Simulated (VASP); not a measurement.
**Rb: electric field gradients with PBEsol**

Crystal: Rb.

```
CELL_PARAMETERS angstrom
-2.78717 2.78717 2.78717
2.78717 -2.78717 2.78717
2.78717 2.78717 -2.78717
ATOMIC_POSITIONS crystal
Rb 0.00000 0.00000 0.00000
```

```yaml
Program: VASP 6.6.1
Task: electric field gradients
Functional: PBEsol
Potentials_or_basis: VASP PAW PBE potentials, release 64 (Rb_sv)
Cutoff: 520 eV
k_mesh: 8 × 8 × 8
Occupations: fermi-dirac, width 0.05 eV
Spin: no spin polarisation
Dipole_correction: no
Further_INCAR_settings: ALGO = Normal; EDIFF = 1e-08; NBANDS = 10
```

The pressure is 0.0 GPa and the band gap on the k mesh is zero (an odd number of electrons rules out a gap without spin polarisation). The largest electric field gradient by atom is zero within the noise of the run.

Levels at points of the mesh, in eV from the Fermi level:
| k point | band 1 | band 2 | band 3 | band 4 | band 5 | band 6 | band 7 | band 8 | band 9 |
| --- | --- | --- | --- | --- | --- | --- | --- | --- | --- |
| (0.00, 0.00, 0.00) | -28.85 | -12.89 | -12.89 | -12.89 | -2.06 | 3.70 | 3.70 | 3.70 | 4.69 |
| (0.50, 0.00, 0.00) | -28.84 | -13.01 | -12.93 | -12.89 | 0.20 | 0.80 | 2.57 | 4.35 | 5.28 |
| (0.50, 0.50, 0.50) | -28.84 | -12.97 | -12.97 | -12.97 | 1.21 | 1.21 | 3.35 | 3.35 | 3.35 |

Wall time 11 s on 1 thread of Intel(R) Xeon(R) 6975P-C (Granite Rapids) (shared host), peak memory 0.2 GiB.

Caveat: the PAW data sets were made with another functional, which shifts forces and pressure a little.
